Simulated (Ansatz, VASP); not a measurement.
# One calculation of MgB, two programs

```
B Mg
1.0
     2.89310    0.00000    0.00000
     0.00000    2.89310    0.00000
     0.00000    0.00000    2.89310
B Mg
1 1
Direct
  0.00000 0.00000 0.00000
  0.50000 0.50000 0.50000
```

Alike in both runs: task single point; functional PBEsol; k mesh 11 × 11 × 11; occupations fermi-dirac, width 0.05 eV; no spin polarisation.

```csv
,VASP,Ansatz
version,VASP 6.6.1,Ansatz 0.2.0
potentials or method,"VASP PAW PBE potentials, release 64 (B, Mg), cutoff 600 eV","all-electron LAPW, scalar-relativistic"
```

|  | VASP | Ansatz | Ansatz less VASP |
| --- | --- | --- | --- |
| pressure (GPa) | -2.0 | -2.0 | +0.03 |

VASP's potentials were made for PBE, not for PBEsol. Ansatz ran all-electron here, and VASP with PAW potentials.
